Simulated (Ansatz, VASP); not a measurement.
## One calculation of AlNi2, two programs

INCAR

```
PREC = Accurate
ENCUT = 520
EDIFF = 1E-7
ISMEAR = 0
SIGMA = 0.15
LREAL = F
LASPH = T
NELM = 100
ALGO = Fast
ISIF = 2
LWAVE = F
LCHARG = T
GGA = PS
LELF = T
LVHAR = T
NBANDS = 32
```

File KPOINTS:

```
Automatic mesh
0
Gamma
  12 12 10
```

POSCAR

```
AlNi2
1.0
    3.9748989536      0.0000000000      0.0000000000
   -1.9874494768      3.4423634713      0.0000000000
    0.0000000000      0.0000000000      4.9060444288
Al Ni
2 4
Direct
    0.3333333333      0.6666666667      0.1706958177
    0.6666666667      0.3333333333      0.8293041823
    0.3333333333      0.6666666667      0.6569627369
    0.6666666667      0.3333333333      0.3430372631
    0.0000000000      0.0000000000      0.5000000000
    0.0000000000      0.0000000000      0.0000000000
```

Input for Ansatz:

```yaml
crystal:
  lattice:
    - [3.9748989536, 0.0, 0.0]
    - [-1.9874494768, 3.4423634713, 0.0]
    - [0.0, 0.0, 4.9060444288]
  atoms:
    - { symbol: Al, position: [0.3333333333, 0.6666666667, 0.1706958177] }
    - { symbol: Al, position: [0.6666666667, 0.3333333333, 0.8293041823] }
    - { symbol: Ni, position: [0.3333333333, 0.6666666667, 0.6569627369] }
    - { symbol: Ni, position: [0.6666666667, 0.3333333333, 0.3430372631] }
    - { symbol: Ni, position: [0.0, 0.0, 0.5] }
    - { symbol: Ni, position: [0.0, 0.0, 0.0] }
basis:
  ecutwfc: 420
kpoints:
  mp_grid: { grid: [12, 12, 10] }
hamiltonian:
  xc: pbesol
scf:
  occupations: { method: gaussian, width: 0.15 }
output:
  forces: true
  stress: true
  eigenvalues: true
```

Change from the starting cell: mode 4 (128.2 1/cm) frozen in, largest displacement +0.150 Å.

Alike in both runs: task single point; functional PBEsol; k mesh 12 × 12 × 10; occupations gaussian, width 0.15 eV; no spin polarisation.

|  | VASP | Ansatz |
| --- | --- | --- |
| version | VASP 6.6.1 | Ansatz 0.2.0 |
| potentials or method | VASP PAW PBE potentials, release 64 (Al, Ni), cutoff 520 eV | scalar-relativistic, plane waves, PAW |
| valence electrons in the cell | 46 | 78 |

```csv
,VASP,Ansatz,Ansatz less VASP
gap on the k mesh at the Fermi level (eV),none,none,-
pressure (GPa),0.5,0.4,-0.10
"traceless stress, the component that is largest in VASP (GPa)",-0.60,-0.62,-0.025
rms of the force components (eV/Å),0.247,0.247,+0.0003
```

VASP's potentials were made for PBE, not for PBEsol. Atom by atom the forces differ by 0.002 eV/Å (rms over components). A gap of «none» marks a metal or a gap that the smearing closes. With one functional, cell and mesh, what is left measures potentials, basis and numerics. VASP's potentials hold 46 valence electrons a cell and Ansatz's 78, so a difference there can come from the potentials and not from the codes.
